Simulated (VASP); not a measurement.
K, 1 atom in the cell. It takes space group Im-3m (No. 229, cubic). The conventional cell has a = 5.322 Å, b = 5.322 Å, c = 5.322 Å, α = 90.00°, β = 90.00°, γ = 90.00°.  This cell differs from its parent crystal: volume scaled by 0.96.

| Quantity | Value |
| --- | --- |
| Program | VASP 6.6.1 |
| Task | single point |
| Functional | PBEsol |
| Potentials or basis | VASP PAW PBE potentials, release 64 (K_sv) |
| Cutoff | 500 eV |
| k mesh | 10 × 10 × 10 |
| Occupations | fermi-dirac, width 0.05 eV |
| Spin | no spin polarisation |
| Dipole correction | no |
| Further INCAR settings | ALGO = Normal; EDIFF = 1e-06; NBANDS = 10 |

Potentials or basis: VASP PAW PBE potentials, release 64 (K_sv).

Launch:

```sh
$ cat potpaw_PBE.64/K_sv/POTCAR > POTCAR
$ mpirun -np 1 vasp_std > vasp.out
```

Hardware: 1 thread of Intel(R) Xeon(R) 6975P-C (Granite Rapids) (shared host).

Estimate the wall time of this run.

Wall time 13 s on 1 thread of Intel(R) Xeon(R) 6975P-C (Granite Rapids), with other jobs on the host, peak memory 0.2 GiB. Counts: scf iterations 11, k points 47.
